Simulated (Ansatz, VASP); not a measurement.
# One calculation of Cu, two programs

INCAR

```
PREC = Accurate
ENCUT = 520
EDIFF = 1E-6
ISMEAR = -1
SIGMA = 0.1
LREAL = False
LASPH = True
NELM = 80
ALGO = Normal
ISIF = 2
LWAVE = False
LCHARG = False
GGA = B5
ALDAX = 1.0
AGGAX = 1.0
AGGAC = 1.0
ALDAC = 0.0
NBANDS = 18
```

KPOINTS

```
Automatic mesh
0
Gamma
  15 15 8
```

The input POSCAR:

```
Cu
1.0
    2.6518364210      0.0000000000      0.0000000000
   -1.3259182105      2.2965577072      0.0000000000
    0.0000000000      0.0000000000      4.3467896198
Cu
2
Direct
    0.3333333333      0.6666666667      0.2500000000
    0.6666666667      0.3333333333      0.7500000000
```

Input for Ansatz:

```yaml
crystal:
  lattice:
    - [2.651836421, 0.0, 0.0]
    - [-1.3259182105, 2.2965577072, 0.0]
    - [0.0, 0.0, 4.3467896198]
  atoms:
    - { symbol: Cu, position: [0.3333333333, 0.6666666667, 0.25] }
    - { symbol: Cu, position: [0.6666666667, 0.3333333333, 0.75] }
hamiltonian:
  xc: blyp
  pseudopotentials:
    kind: paw
    azcp:
      Cu: "pseudopotentials/Cu.paw.azcp"
basis:
  ecutwfc: 420
  fft_grid_basis: typed
kpoints:
  mp_grid: { grid: [15, 15, 8], shift: [0, 0, 0] }
magnetization:
  spin_polarized: false
scf:
  occupations: { method: fermi_dirac, width: 0.1 }
  lower_state_search: "off"
output:
  stress: true
```

Alike in both runs: task single point; functional BLYP; k mesh 15 × 15 × 8; occupations fermi-dirac, width 0.1 eV; no spin polarisation.

|  | VASP | Ansatz |
| --- | --- | --- |
| version | VASP 6.6.1 | Ansatz 0.2.0 |
| potentials or method | VASP PAW PBE potentials, release 64 (Cu), cutoff 520 eV | plane waves (420 eV) with PAW, scalar-relativistic |
| valence electrons in the cell | 22 | 38 |

```csv
,VASP,Ansatz,Ansatz less VASP
pressure (GPa),-3.4,-4.2,-0.78
"traceless stress, the component that is largest in VASP (GPa)",0.80,0.82,+0.028
```

VASP's potentials were made for PBE, not for BLYP. VASP's potentials hold 22 valence electrons a cell and Ansatz's 38, so a difference there can come from the potentials and not from the codes.
